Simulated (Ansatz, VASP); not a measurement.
# One calculation of Ti, two programs

```xyz
1
Lattice="0.0000 2.0809 1.9263 2.0809 0.0000 1.9263 2.0809 2.0809 0.0000" Properties=species:S:1:pos:R:3 pbc="T T T"
Ti    0.0000    0.0000    0.0000
```

Alike in both runs: task single point; functional PBE; k mesh 20 × 20 × 20; occupations gaussian, width 0.15 eV; no spin polarisation.

|  | VASP | Ansatz |
| --- | --- | --- |
| version | VASP 6.6.1 | Ansatz 0.2.0 |
| potentials or method | VASP PAW PBE potentials, release 64 (Ti_sv), cutoff 520 eV | scalar-relativistic, plane waves, PAW |
| valence electrons in the cell | 12 | 12 |

```tsv
	VASP	Ansatz	Ansatz less VASP
gap on the k mesh at the Fermi level (eV)	none	none	-
pressure (GPa)	4.4	4.7	+0.33
traceless stress, the component that is largest in VASP (GPa)	1.64	1.62	-0.022
```

A gap of «none» marks a metal or a gap that the smearing closes.
